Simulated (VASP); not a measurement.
Wanted: the native input for a VASP 6.6.1 run.

```
Task                   : single point
Functional             : PBEsol
Potentials or basis    : VASP PAW PBE potentials, release 64 (Ti_sv, C)
Cutoff                 : 520 eV
k mesh                 : 12 × 12 × 4
Occupations            : gaussian, width 0.1 eV
Spin                   : no spin polarisation
Dipole correction      : no
Further INCAR settings : ALGO = Fast; EDIFF = 1e-07; NBANDS = 55
```

The structure of Ti3C2 lies in POSCAR:

```
Ti3C2
1.0
    3.1637735320      0.0000000000      0.0000000000
   -1.5818867660      2.7399082505      0.0000000000
    0.0000000000      0.0000000000     14.8287097537
Ti C
6 4
Direct
    0.3333333333      0.6666666667      0.8467167417
    0.6666666667      0.3333333333      0.3467167417
    0.6666666667      0.3333333333      0.1532832583
    0.3333333333      0.6666666667      0.6532832583
    0.0000000000      0.0000000000      0.0000000000
    0.0000000000      0.0000000000      0.5000000000
    0.6666666667      0.3333333333      0.9143287636
    0.3333333333      0.6666666667      0.4143287636
    0.6666666667      0.3333333333      0.5856712364
    0.3333333333      0.6666666667      0.0856712364
```

This cell differs from its parent crystal: biaxial strain in the a-b plane: +4.0 %, then relaxed in part.

One way to write it, as run:

INCAR

```
  PREC = Accurate
  ENCUT = 520
  EDIFF = 1E-7
  ISMEAR = 0
  SIGMA = 0.1
  LREAL = False
  LASPH = True
  NELM = 100
  ALGO = Fast
  ISIF = 2
  LWAVE = False
  LCHARG = False
  GGA = PS
  NBANDS = 55
```

KPOINTS

```
regular mesh
0
Gamma
  12 12 4
```

Potentials or basis: VASP PAW PBE potentials, release 64 (Ti_sv, C).

Command:

```bash
$ cat potpaw_PBE.64/Ti_sv/POTCAR potpaw_PBE.64/C/POTCAR > POTCAR
$ mpirun -np 1 vasp_std > vasp.out
```

It gave:

The pressure is -9.9 GPa, the largest force is 0.021 eV/Å and the band gap on the k mesh is zero (bands 44 and 45 overlap by 0.50 eV).

Caveat: the cell differs from its parent crystal (biaxial strain in the a-b plane: +4.0 %, then relaxed in part); the stress differs along the axes, from -15 to 0 GPa; the PAW data sets were made with another functional, which shifts forces and pressure a little.

Run time: 41 min on 1 thread of Oxide Virtual Turin-like Processor, on a shared host, peak memory 0.4 GiB.
